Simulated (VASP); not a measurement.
Runs of VASP 6.6.1 on Zr2B3. The structure is that of space group P-6m2 (No. 187), or close to it. The cells are those of the table. 

```csv
task,spin,cell,k mesh,cutoff (eV),gap on the mesh (eV),pressure (GPa),relaxed volume (Å³/atom),largest force (eV/Å)
single point,off,"a = 3.695, b = 3.695, c = 4.538 Å, angles 90.0, 90.0, 120.0°, 5 atoms",6 × 6 × 4,520,none,40.5,-,1.15
single point,off,"a = 3.903, b = 3.903, c = 4.979 Å, angles 90.0, 90.0, 120.0°, 5 atoms",6 × 6 × 4,520,none,0.1,-,0.01
relaxation of cell and atoms,off,"relaxed from a = 3.695, b = 3.695, c = 4.538 Å, angles 90.0, 90.0, 120.0°, 5 atoms",6 × 6 × 4,600,none,-0.1,13.17,0.04
single point,off,"a = 3.902, b = 3.902, c = 4.978 Å, angles 90.0, 90.0, 120.0°, 5 atoms",12 × 12 × 8,520,none,0.1,-,0.01
single point,"collinear, ferromagnetic start","a = 3.903, b = 3.903, c = 4.979 Å, angles 90.0, 90.0, 120.0°, 5 atoms",6 × 6 × 4,520,none,0.1,-,0.01
relaxation of cell and atoms,off,"relaxed from a = 3.903, b = 3.903, c = 4.979 Å, angles 90.0, 90.0, 120.0°, 5 atoms",12 × 12 × 8,600,none,0.0,(a),-
```

Alike in all rows: level PBE; potentials or basis VASP PAW PBE potentials, release 64 (Zr_sv, B); smearing gaussian 0.1 eV.

**Question.** Estimate the missing entries.

**Answer.** (a) 13.14.

Caveats: forces of over 1 eV/Å act on the atoms, so gaps and moduli don't describe the material at rest (some runs); the volume moved by over 15 % at a fixed basis, so the end points are rough (some runs).

A k mesh can miss the band edges, and the runs leave out spin-orbit coupling on Zr.

A gap of «none» marks levels without a gap at the run's occupations.
